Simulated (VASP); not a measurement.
Set up this calculation in VASP 6.6.1, as the native input.

* Task: single point
* Functional: PBE
* Potentials or basis: VASP PAW PBE potentials, release 64 (Hf_pv, O)
* Cutoff: 520 eV
* k mesh: 8 × 8 × 8
* Occupations: fermi-dirac, width 0.01 eV
* Spin: no spin polarisation
* Dipole correction: no
* k mesh for the DOS: 12 × 12 × 12
* Occupations for the DOS: tetrahedron
* Further INCAR settings: ALGO = Normal; EDIFF = 1e-06; NBANDS = 18

HfO2:

```
Hf O
1.0
     0.00000    2.55750    2.55750
     2.55750    0.00000    2.55750
     2.55750    2.55750    0.00000
Hf O
1 2
Direct
  0.00000 0.00000 0.00000
  0.25000 0.25000 0.25000
  0.75000 0.75000 0.75000
```

The input as run:

POSCAR

```
HfO2
1.0
    0.0000000000      2.5575000000      2.5575000000
    2.5575000000      0.0000000000      2.5575000000
    2.5575000000      2.5575000000      0.0000000000
Hf O
1 2
Direct
    0.0000000000      0.0000000000      0.0000000000
    0.2500000000      0.2500000000      0.2500000000
    0.7500000000      0.7500000000      0.7500000000
```

INCAR.step1

```
ALGO     = Normal         # electronic algorithm
EDIFF    = 1E-6           # SCF threshold, eV
ENCUT    = 520            # plane-wave cutoff, eV
GGA      = PE             # functional
ISIF     = 2              # what is computed and relaxed
ISMEAR   = -1             # smearing method
LASPH    = T              # aspherical terms in the spheres
LCHARG   = T              # write CHGCAR
LMAXMIX  = 4              # l up to which the mixer works
LREAL    = F              # projectors in reciprocal space
LWAVE    = F              # write WAVECAR
NBANDS   = 18             # bands
NELM     = 60             # most SCF steps
PREC     = Accurate       # precision mode
SIGMA    = 0.01           # smearing width, eV
```

KPOINTS.step1

```
k-points
0
Gamma
  8 8 8
```

INCAR.step2

```
ALGO     = Normal         # electronic algorithm
EDIFF    = 1E-6           # SCF threshold, eV
ENCUT    = 520            # plane-wave cutoff, eV
GGA      = PE             # functional
ICHARG   = 11             # starting density
ISIF     = 2              # what is computed and relaxed
ISMEAR   = -5             # smearing method
LASPH    = T              # aspherical terms in the spheres
LCHARG   = F              # write CHGCAR
LMAXMIX  = 4              # l up to which the mixer works
LORBIT   = 11             # projections on sites
LREAL    = F              # projectors in reciprocal space
LWAVE    = F              # write WAVECAR
NBANDS   = 18             # bands
NEDOS    = 2001           # points of the DOS
NELM     = 60             # most SCF steps
PREC     = Accurate       # precision mode
SIGMA    = 0.01           # smearing width, eV
```

KPOINTS.step2

```
k-points
0
Gamma
  12 12 12
```

Potentials or basis: VASP PAW PBE potentials, release 64 (Hf_pv, O).

Command:

```sh
$ cat potpaw_PBE.64/Hf_pv/POTCAR potpaw_PBE.64/O/POTCAR > POTCAR
$ cp INCAR.step1 INCAR
$ cp KPOINTS.step1 KPOINTS
$ mpirun -np 1 vasp_std > vasp.out
$ cp INCAR.step2 INCAR
$ cp KPOINTS.step2 KPOINTS
$ mpirun -np 1 vasp_std > vasp.out
```

It gave:

* Valence electrons inside the program's atomic spheres: Hf 8.15; O 5.10

Wall time 78 s on 1 thread of AMD EPYC 7R13, on a shared host, peak memory 0.15 GiB.
